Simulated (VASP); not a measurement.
Crystal: Ca2SiS6.

```xyz
9
Lattice="0.0000 4.3994 4.3994 4.3994 0.0000 4.3994 4.3994 4.3994 0.0000" Properties=species:S:1:pos:R:3 pbc="T T T"
Ca    2.1997    2.1997    2.1997
Ca    6.5992    6.5992    6.5992
Si    0.0000    0.0000    0.0000
S     2.1997    4.3994    4.3994
S     6.5992    4.3994    4.3994
S     4.3994    2.1997    4.3994
S     4.3994    6.5992    4.3994
S     4.3994    4.3994    2.1997
S     4.3994    4.3994    6.5992
```

```yaml
Program: VASP 6.6.1
Task: relaxation of cell and atoms
Functional: PBE
Potentials_or_basis: VASP PAW PBE potentials, release 64 (Ca_sv, Si, S)
Cutoff: 600 eV
k_mesh: 4 × 4 × 4
Occupations: gaussian, width 0.1 eV
Spin: no spin polarisation
```

At the start: pressure 4.6 GPa; volume 18.92 Å³/atom.

Question: How do energy, volume and symmetry change on relaxing?

Answer: Over 5 steps the energy falls by 16.3 meV/atom and the volume is 20.18 Å³/atom (+6.6 %); space group Fm-3m (No. 225, to 0.05 Å).

The path:
```tsv
step	energy change (eV)	largest force (eV/Å)	pressure (GPa)	volume (Å³)
1	0.0000	0.3607	4.63	170.30
2	-0.1032	0.3838	-1.70	184.13
3	-0.1362	0.1610	0.19	179.33
4	-0.1425	0.1036	0.11	180.16
5	-0.1468	0.0033	0.00	181.62
```

Final structure:
```xyz
9
Lattice="0.0000 4.4948 4.4948 4.4948 0.0000 4.4948 4.4948 4.4948 0.0000" Properties=species:S:1:pos:R:3 pbc="T T T"
Ca    2.2474    2.2474    2.2474
Ca    6.7422    6.7422    6.7422
Si    0.0000    0.0000    0.0000
S     2.2401    4.4948    4.4948
S     6.7495    4.4948    4.4948
S     4.4948    2.2401    4.4948
S     4.4948    6.7495    4.4948
S     4.4948    4.4948    2.2401
S     4.4948    4.4948    6.7495
```
